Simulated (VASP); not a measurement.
## Hf: electric field gradients with LDA

The system is Hf.

```
Hf
1.0
    -1.76749    1.76749    1.76749
     1.76749   -1.76749    1.76749
     1.76749    1.76749   -1.76749
Hf
1
Direct
  0.00000 0.00000 0.00000
```

```yaml
Program: VASP 6.6.1
Task: electric field gradients
Functional: LDA
Potentials_or_basis: VASP PAW LDA potentials, release 64 (Hf_pv)
Cutoff: 520 eV
k_mesh: 14 × 14 × 14
Occupations: fermi-dirac, width 0.05 eV
Spin: no spin polarisation
Dipole_correction: no
Further_INCAR_settings: ALGO = Normal; EDIFF = 1e-08; NBANDS = 11
```

- Pressure: -7.9 GPa
- Band gap on the k mesh: zero (band 5 reaches 5.99 eV, above the bottom of band 6 at 3.78 eV)

Levels at points of the mesh, in eV from the Fermi level:
```
           k point  band 1  band 2  band 3  band 4  band 5  band 6  band 7  band 8  band 9  band 10
(0.00, 0.00, 0.00)  -29.60  -29.60  -29.60   -6.99    1.47    1.47    1.47    4.30    4.30    12.39
(0.50, 0.00, 0.00)  -30.47  -29.88  -29.60   -3.39   -0.55    1.28    4.13    5.13    7.67    10.31
(0.50, 0.50, 0.50)  -30.21  -30.21  -30.21   -2.61   -2.61    6.82    6.82    6.82    7.43     7.43
```

Wall time 27 s on 1 thread of Intel Xeon 8259CL, with other jobs on the host, peak memory 0.15 GiB.

Caveat: without QUAD_EFG the Cq values of the log hold for a quadrupole moment of 1 mb, not for the nuclei; spin-orbit coupling is left out, which moves the levels of the heavy elements.
